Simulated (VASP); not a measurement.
Set up this calculation in VASP 6.6.1, as the native input.

* Task: relaxation of cell and atoms
* Functional: PBE
* Potentials or basis: VASP PAW PBE potentials, release 64 (Na_pv)
* Cutoff: 600 eV
* k mesh: 15 × 15 × 8
* Occupations: gaussian, width 0.1 eV
* Spin: no spin polarisation
* Dipole correction: no
* Further INCAR settings: ALGO = Normal; EDIFF = 1e-07; IBRION = 2; EDIFFG = -0.005; NSW = 100; ISIF = 3

The structure of Na lies in POSCAR:

```
Na
1.0
    3.7670009976      0.0000000000      0.0000000000
   -1.8835004988      3.2623185600      0.0000000000
    0.0000000000      0.0000000000      6.1540000000
Na
2
Direct
    0.3333333333      0.6666666667      0.2500000000
    0.6666666667      0.3333333333      0.7500000000
```

The input as run:

INCAR

```
PREC = Accurate ; ENCUT = 600
EDIFF = 1E-7 ; ISMEAR = 0
SIGMA = 0.1 ; LREAL = F
LASPH = T ; NELM = 100
ALGO = Normal ; ISIF = 3
LWAVE = F ; LCHARG = F
GGA = PE ; IBRION = 2
NSW = 100 ; EDIFFG = -0.005
```

KPOINTS

```
regular mesh
0
Gamma
  15 15 8
```

Potentials or basis: VASP PAW PBE potentials, release 64 (Na_pv).

Command:

```console
$ cat potpaw_PBE.64/Na_pv/POTCAR > POTCAR
$ mpirun -np 1 vasp_std > vasp.out
```

It gave:

```
Relaxed volume                         : 37.02 Å³/atom
Relaxed cell                           : a = 3.743 Å, b = 3.743 Å, c = 6.105 Å, α = 90.00°, β = 90.00°, γ = 120.00°
Space group after relaxing (to 0.05 Å) : P6_3/mmc (No. 194)
Energy gained by relaxing              : 0.4 meV/atom
Ionic steps                            : 6
Pressure after relaxing                : 0.0 GPa
Band gap on the k mesh                 : zero (band 7 reaches 2.41 eV, above the bottom of band 8 at -1.92 eV)
```

Wall time 2.6 min on 1 thread of Intel(R) Xeon(R) 6975P-C (Granite Rapids) (shared host), peak memory 0.27 GiB.
